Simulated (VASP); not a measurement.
A run of VASP 6.6.1 is set up as follows.

File INCAR:

```
SYSTEM = C
  PREC = Accurate
  ENCUT = 520
  EDIFF = 1E-7
  ISMEAR = 0
  SIGMA = 0.1
  LREAL = .False.
  LASPH = .True.
  NELM = 60
  ALGO = Normal
  ISIF = 2
  LWAVE = .False.
  LCHARG = .False.
  GGA = PE
  NBANDS = 21
```

Contents of KPOINTS:

```
Automatic mesh
0
Gamma
  12 12 4
  0 0 0
```

Contents of POSCAR:

```
C
1.0
    1.1923905900     -2.0652773300      0.0000000000
    1.1923905900      2.0652773300      0.0000000000
    0.0000000000      0.0000000000      5.6559580600
C
6
Direct
    0.0000000000      0.5000000000      0.3333336300
    0.5000000000      0.0000000000      0.6666663700
    0.5000000000      0.0000000000      0.1666663700
    0.0000000000      0.5000000000      0.8333336300
    0.0000000000      0.0000000000      0.5000000000
    0.5000000000      0.5000000000      0.0000000000
```

Potentials or basis: VASP PAW PBE potentials, release 64 (C).

Launch:

```bash
$ cat potpaw_PBE.64/C/POTCAR > POTCAR
$ mpirun -np 1 vasp_std > vasp.out
```

(1) What does it give for the pressure?

(2) Estimate the largest force.

Answers

(1) 106.5 GPa.

(2) 0.058 eV/Å.
